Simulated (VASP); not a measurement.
Ag, 1 atom in the cell. It takes space group I4/mmm (No. 139, tetragonal). The conventional cell has a = 2.889 Å, b = 2.889 Å, c = 4.209 Å, α = 90.00°, β = 90.00°, γ = 90.00°. Within 3.8 Å of Ag (site symmetry 4/mmm) lie 12 Ag at 2.89 to 2.93 Å.  This cell differs from its parent crystal: strain +0.0300 x Voigt [1, 0, 0, 0, 0, 0].

```yaml
Program: VASP 6.6.1
Task: single point
Functional: PBEsol
Potentials_or_basis: VASP PAW PBE potentials, release 64 (Ag)
Cutoff: 520 eV
k_mesh: 20 × 20 × 20
Occupations: gaussian, width 0.15 eV
Spin: no spin polarisation
Dipole_correction: no
Further_INCAR_settings: ALGO = Fast; EDIFF = 1e-07; NBANDS = 12
```

Potentials or basis: VASP PAW PBE potentials, release 64 (Ag).

Launch:

```console
$ cat potpaw_PBE.64/Ag/POTCAR > POTCAR
$ mpirun -np 1 vasp_std > vasp.out
```

Hardware: 1 thread of AMD EPYC 9R45 96-Core Processor (Zen 5) (shared host).

Problem. Estimate the wall time of this run.

Solution. Wall time 66 s on 1 thread of AMD EPYC 9R45 96-Core Processor (Zen 5), on a shared host, peak memory 0.22 GiB. Counts: scf iterations 12, k points 641.
